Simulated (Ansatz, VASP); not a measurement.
## Sn: VASP beside Ansatz

Contents of INCAR:

```
PREC     = Accurate       # precision mode
ENCUT    = 520            # plane-wave cutoff, eV
EDIFF    = 1E-6           # SCF threshold, eV
ISMEAR   = 0              # smearing method
SIGMA    = 0.15           # smearing width, eV
LREAL    = F              # projectors in reciprocal space
LASPH    = T              # aspherical terms in the spheres
NELM     = 80             # most SCF steps
ALGO     = Fast           # electronic algorithm
ISIF     = 2              # what is computed and relaxed
LWAVE    = F              # write WAVECAR
LCHARG   = T              # write CHGCAR
GGA      = PS             # functional
IVDW     = 12             # dispersion correction
LELF     = T              # ELF
LVHAR    = T            
NBANDS   = 13             # bands
```

File KPOINTS:

```
Automatic mesh
0
Gamma
  18 18 18
```

Contents of POSCAR:

```
Sn
1.0
   -1.8946518192      1.8946518192      2.1788495921
    1.8946518192     -1.8946518192      2.1788495921
    1.8946518192      1.8946518192     -2.1788495921
Sn
1
Direct
    0.0000000000      0.0000000000      0.0000000000
```

Input for Ansatz:

```yaml
crystal:
  lattice:
    - [-1.8946518192, 1.8946518192, 2.1788495921]
    - [1.8946518192, -1.8946518192, 2.1788495921]
    - [1.8946518192, 1.8946518192, -2.1788495921]
  atoms:
    - { symbol: Sn, position: [0.0, 0.0, 0.0] }
basis:
  ecutwfc: 420
kpoints:
  mp_grid: { grid: [18, 18, 18] }
hamiltonian:
  xc: pbesol
  dispersion: d3bj
scf:
  occupations: { method: gaussian, width: 0.15 }
output:
  forces: true
  stress: true
  eigenvalues: true
```

Change from the starting cell: strain +0.1500 x Voigt [0, 0, 1, 0, 0, 0], atoms carried along.

Alike in both runs: task single point; functional PBEsol; dispersion D3(BJ); k mesh 18 × 18 × 18; occupations gaussian, width 0.15 eV; no spin polarisation.

```csv
,VASP,Ansatz
version,VASP 6.6.1,Ansatz 0.2.0
potentials or method,"VASP PAW PBE potentials, release 64 (Sn_d), cutoff 520 eV","scalar-relativistic, plane waves, PAW"
valence electrons in the cell,14,14
```

|  | VASP | Ansatz | Ansatz less VASP |
| --- | --- | --- | --- |
| gap on the k mesh at the Fermi level (eV) | none | none | - |
| pressure (GPa) | -6.6 | -6.7 | -0.05 |
| traceless stress, the component that is largest in VASP (GPa) | 0.37 | 0.37 | -0.004 |

VASP's potentials were made for PBE, not for PBEsol. A gap of «none» marks a metal or a gap that the smearing closes. Ansatz's warnings: dispersion switch in reach.
